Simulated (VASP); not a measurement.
A run of VASP 6.6.1:

INCAR

```
ALGO = Normal
EDIFF = 1E-6
ENCUT = 520
GGA = PE
ISIF = 2
ISMEAR = 0
LASPH = True
LCHARG = True
LELF = True
LREAL = False
LVHAR = True
LWAVE = False
NBANDS = 21
NELM = 100
PREC = Accurate
SIGMA = 0.1
```

Contents of KPOINTS:

```
k-points
0
Gamma
  4 4 6
```

File POSCAR:

```
Be3TeO2
1.0
    2.4149836319     -6.5402924906      0.0000000000
    2.4149836319      6.5402924906      0.0000000000
    0.0000000000      0.0000000000      2.5575033241
Be Te O
3 1 2
Direct
    0.7539509350      0.2460490650      0.0000000000
    0.2460490650      0.7539509350      0.0000000000
    0.5000000000      0.5000000000      0.5000000000
    0.0000000000      0.0000000000      0.0000000000
    0.5000000000      0.0000000000      0.5000000000
    0.0000000000      0.5000000000      0.5000000000
```

Potentials or basis: VASP PAW PBE potentials, release 64 (Be, Te, O).

Launch:

```bash
$ cat potpaw_PBE.64/Be/POTCAR potpaw_PBE.64/Te/POTCAR potpaw_PBE.64/O/POTCAR > POTCAR
$ mpirun -np 1 vasp_std > vasp.out
```

Hardware: 1 thread of Intel(R) Xeon(R) Platinum 8259CL CPU @ 2.50GHz (Skylake/Cascade Lake), with other jobs on the host.

Question: Estimate the wall time of this run.

Answer: It took 56 s on 1 thread of Intel(R) Xeon(R) Platinum 8259CL CPU @ 2.50GHz (Skylake/Cascade Lake), on a shared host, peak memory 0.25 GiB. Counts: scf iterations 13, k points 28.
